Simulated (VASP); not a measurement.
Here is a VASP 6.6.1 calculation.

The input POSCAR:

```
SnO2
1.0
    4.7373500000      0.0000000000      0.0000000000
    0.0000000000      4.7373500000      0.0000000000
    0.0000000000      0.0000000000      3.1864000000
Sn O
2 4
Direct
    0.0167919856      0.0167919856      0.0000000000
    0.5000000000      0.5000000000      0.5000000000
    0.3056200000      0.3056200000      0.0000000000
    0.1943800000      0.8056200000      0.5000000000
    0.6943800000      0.6943800000      0.0000000000
    0.8056200000      0.1943800000      0.5000000000
```

INCAR.step1

```
PREC     = Accurate       # precision mode
ENCUT    = 520            # plane-wave cutoff, eV
ISMEAR   = 0              # smearing method
SIGMA    = 0.05           # smearing width, eV
LREAL    = F              # projectors in reciprocal space
LASPH    = T              # aspherical terms in the spheres
NELM     = 100            # most SCF steps
NBANDS   = 35             # bands
GGA      = PE             # functional
ALGO     = Normal         # electronic algorithm
EDIFF    = 1E-4           # SCF threshold, eV
LWAVE    = T              # write WAVECAR
LCHARG   = F              # write CHGCAR
```

Contents of INCAR.step2:

```
PREC     = Accurate       # precision mode
ENCUT    = 520            # plane-wave cutoff, eV
EDIFF    = 1E-6           # SCF threshold, eV
ISMEAR   = 0              # smearing method
SIGMA    = 0.05           # smearing width, eV
LREAL    = F              # projectors in reciprocal space
LASPH    = T              # aspherical terms in the spheres
NELM     = 100            # most SCF steps
ALGO     = Normal         # electronic algorithm
ISIF     = 2              # what is computed and relaxed
LWAVE    = F              # write WAVECAR
LCHARG   = F              # write CHGCAR
METAGGA  = R2SCAN         # meta-GGA
LMIXTAU  = T            
NBANDS   = 35             # bands
ISTART   = 1
```

Contents of KPOINTS:

```
regular mesh
0
Gamma
  6 6 8
```

Potentials or basis: VASP PAW PBE potentials, release 64 (Sn_d, O).

Command:

```sh
$ cat potpaw_PBE.64/Sn_d/POTCAR potpaw_PBE.64/O/POTCAR > POTCAR
$ cp INCAR.step1 INCAR
$ mpirun -np 1 vasp_std > vasp.out
$ cp INCAR.step2 INCAR
$ mpirun -np 1 vasp_std > vasp.out
```

Question: Predict the largest force.

Answer: 3.094 eV/Å.

Question: What does it give for the pressure?

Answer: 5.3 GPa.

Question: What does it give for the band gap on the k mesh?

Answer: 1.86 eV.

Forces on the atoms (eV/Å):
```
Sn  -2.188 -2.188  0.000
Sn   0.783  0.783  0.000
O    0.916  0.916  0.000
O    0.061  0.077  0.000
O    0.350  0.350  0.000
O    0.077  0.061  0.000
```

Caveat: the cell differs from its parent crystal (atom 1 (Sn) moved +0.113 Å towards its neighbour atom 3 (O) at 2.048 Å); the cell stands under pressure; the PAW data sets were made with another functional, which shifts forces and pressure a little; spin-orbit coupling is left out, which moves the levels of the heavy elements.
